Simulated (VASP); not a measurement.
Wanted: the native input for a VASP 6.6.1 run.

| Item | Value |
| --- | --- |
| Task | single point |
| Functional | PBE |
| Potentials or basis | VASP PAW PBE potentials, release 64 (Ir) |
| Cutoff | 520 eV |
| k mesh | 16 × 16 × 16 |
| Occupations | fermi-dirac, width 0.08 eV |
| Spin | no spin polarisation |
| Dipole correction | no |
| Further INCAR settings | ALGO = Normal; EDIFF = 1e-07; NBANDS = 10 |

The structure of Ir lies in POSCAR:

```
Ir
1.0
    2.3387031273      0.0000000000      0.0000000000
    0.0000000000      2.3387031273      0.0000000000
    0.0000000000      0.0000000000      2.3387031273
Ir
1
Direct
    0.0000000000      0.0000000000      0.0000000000
```

These files were run (other wordings do the same):

INCAR

```
PREC = Accurate
ENCUT = 520
EDIFF = 1E-7
ISMEAR = -1
SIGMA = 0.08
LREAL = F
LASPH = T
NELM = 80
ALGO = Normal
ISIF = 2
LWAVE = F
LCHARG = T
GGA = PE
LELF = T
LVHAR = T
NBANDS = 10
```

KPOINTS

```
regular mesh
0
Gamma
  16 16 16
```

Potentials or basis: VASP PAW PBE potentials, release 64 (Ir).

The run is started by

```sh
$ cat potpaw_PBE.64/Ir/POTCAR > POTCAR
$ mpirun -np 1 vasp_std > vasp.out
```

It gave:

The pressure is 140.2 GPa.

Run time: 25 s on 1 thread of Intel Xeon 8259CL (shared host), peak memory 0.14 GiB.
